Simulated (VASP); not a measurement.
Crystal: Zn.

```
Zn
1.0
    -1.45646    1.45646    1.45646
     1.45646   -1.45646    1.45646
     1.45646    1.45646   -1.45646
Zn
1
Direct
  0.00000 0.00000 0.00000
```

This cell differs from its parent crystal: Ti replaced by Zn, lengths x 0.857, strained.

Base run:

| Item | Value |
| --- | --- |
| Program | VASP 6.6.1 |
| Functional | PBE |
| Potentials or basis | VASP PAW PBE potentials, release 64 (Zn) |
| Cutoff | 500 eV |
| k mesh | 20 × 20 × 20 |
| Occupations | gaussian, width 0.1 eV |
| Spin | no spin polarisation |

Its results: band gap on the k mesh zero (bands 6 and 7 overlap by 5.12 eV); pressure 25.9 GPa.

Question: The run is repeated on the same cell with these changes: k mesh from 20 × 20 × 20 to 8 × 8 × 8. What comes out?

Answer: Band gap on the k mesh zero (bands 6 and 7 overlap by 5.13 eV); pressure 24.8 GPa.

Caveats: some runs use coarse meshes; the cell stands under pressure (at least some runs).
